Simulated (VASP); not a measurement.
Here is a VASP 6.6.1 calculation.

POSCAR

```
SrO
1.0
    0.0000000000      2.5798927166      2.5798927166
    2.5798927166      0.0000000000      2.5798927166
    2.5798927166      2.5798927166      0.0000000000
Sr O
1 1
Direct
    0.5000000000      0.5000000000      0.5000000000
    0.0000000000      0.0000000000      0.0000000000
```

File INCAR.step1:

```
PREC     = Accurate       # precision mode
ENCUT    = 520            # plane-wave cutoff, eV
ISMEAR   = 0              # smearing method
SIGMA    = 0.01           # smearing width, eV
LREAL    = False          # projectors in reciprocal space
LASPH    = True           # aspherical terms in the spheres
NELM     = 80             # most SCF steps
NBANDS   = 15             # bands
GGA      = PE             # functional
ALGO     = Normal         # electronic algorithm
EDIFF    = 1E-4           # SCF threshold, eV
LWAVE    = True           # write WAVECAR
LCHARG   = False          # write CHGCAR
```

The input INCAR.step2:

```
PREC     = Accurate       # precision mode
ENCUT    = 520            # plane-wave cutoff, eV
EDIFF    = 1E-6           # SCF threshold, eV
ISMEAR   = 0              # smearing method
SIGMA    = 0.01           # smearing width, eV
LREAL    = False          # projectors in reciprocal space
LASPH    = True           # aspherical terms in the spheres
NELM     = 80             # most SCF steps
ALGO     = Normal         # electronic algorithm
ISIF     = 2              # what is computed and relaxed
LWAVE    = False          # write WAVECAR
LCHARG   = False          # write CHGCAR
METAGGA  = R2SCAN         # meta-GGA
LMIXTAU  = True         
NBANDS   = 15             # bands
ISTART   = 1
```

Contents of KPOINTS:

```
regular mesh
0
Gamma
  6 6 6
```

Potentials or basis: VASP PAW PBE potentials, release 64 (Sr_sv, O).

Launch:

```console
$ cat potpaw_PBE.64/Sr_sv/POTCAR potpaw_PBE.64/O/POTCAR > POTCAR
$ cp INCAR.step1 INCAR
$ mpirun -np 1 vasp_std > vasp.out
$ cp INCAR.step2 INCAR
$ mpirun -np 1 vasp_std > vasp.out
```

Q: Estimate the pressure.

A: 0.5 GPa.

Q: Predict the band gap on the k mesh.

A: 3.75 eV (least direct gap 3.84 eV).

Caveat: the PAW data sets were made with another functional, which shifts forces and pressure a little. A k mesh can miss the band edges.
